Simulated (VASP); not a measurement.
Set up this calculation in VASP 6.6.1, as the native input.

* Task: single point
* Functional: B3LYP
* Potentials or basis: VASP PAW PBE potentials, release 64 (Pt)
* Cutoff: 520 eV
* k mesh: 6 × 6 × 3
* Occupations: fermi-dirac, width 0.05 eV
* Spin: no spin polarisation
* Dipole correction: no
* Grid for exact exchange (PRECFOCK): Normal
* Further INCAR settings: ALGO = Normal; EDIFF = 1e-06; NBANDS = 17
* Share of exact exchange: 0.2

Crystal: Pt.

```
Pt
1.0
     2.76067    0.00000    0.00000
    -1.38033    2.39081    0.00000
     0.00000    0.00000    4.79213
Pt
2
Direct
  0.33333 0.66667 0.25000
  0.66667 0.33333 0.75000
```

This isn't the form of Pt at room conditions, which is fcc.

One way to write it, as run:

POSCAR

```
Pt
1.0
    2.7606656158      0.0000000000      0.0000000000
   -1.3803328079      2.3908065546      0.0000000000
    0.0000000000      0.0000000000      4.7921340000
Pt
2
Direct
    0.3333333333      0.6666666667      0.2500000000
    0.6666666667      0.3333333333      0.7500000000
```

INCAR.step1

```
PREC     = Accurate       # precision mode
ENCUT    = 520            # plane-wave cutoff, eV
EDIFF    = 1E-5           # SCF threshold, eV
ISMEAR   = -1             # smearing method
SIGMA    = 0.05           # smearing width, eV
LREAL    = False          # projectors in reciprocal space
LASPH    = True           # aspherical terms in the spheres
NELM     = 80             # most SCF steps
ALGO     = Normal         # electronic algorithm
ISIF     = 2              # what is computed and relaxed
LWAVE    = True           # write WAVECAR
LCHARG   = False          # write CHGCAR
NBANDS   = 17             # bands
GGA      = PE             # functional
```

INCAR.step2

```
PREC     = Accurate       # precision mode
ENCUT    = 520            # plane-wave cutoff, eV
EDIFF    = 1E-6           # SCF threshold, eV
ISMEAR   = -1             # smearing method
SIGMA    = 0.05           # smearing width, eV
LREAL    = False          # projectors in reciprocal space
LASPH    = True           # aspherical terms in the spheres
NELM     = 80             # most SCF steps
ALGO     = Normal         # electronic algorithm
ISIF     = 2              # what is computed and relaxed
LWAVE    = False          # write WAVECAR
LCHARG   = False          # write CHGCAR
GGA      = B3             # functional
LHFCALC  = True           # exact exchange
AEXX     = 0.2            # exact-exchange fraction
AGGAX    = 0.72         
AGGAC    = 0.81         
ALDAC    = 0.19         
PRECFOCK = Normal       
NBANDS   = 17             # bands
ISTART   = 1
```

KPOINTS

```
regular mesh
0
Gamma
  6 6 3
```

Potentials or basis: VASP PAW PBE potentials, release 64 (Pt).

The run is started by

```console
$ cat potpaw_PBE.64/Pt/POTCAR > POTCAR
$ cp INCAR.step1 INCAR
$ mpirun -np 1 vasp_std > vasp.out
$ cp INCAR.step2 INCAR
$ mpirun -np 1 vasp_std > vasp.out
```

Results of the run:

* Pressure: 4.4 GPa
* Band gap on the k mesh: zero (bands 10 and 11 overlap by 1.96 eV)

Caveat: the k points lie up to 0.44 Å⁻¹ apart, too coarse for converged energies and pressures of a metal; the PAW data sets were made with another functional, which shifts forces and pressure a little; spin-orbit coupling is left out, which moves the levels of the heavy elements.

It took 23 min on 1 thread of Intel(R) Xeon(R) Platinum 8488C (Sapphire Rapids), on a shared host, peak memory 0.18 GiB.
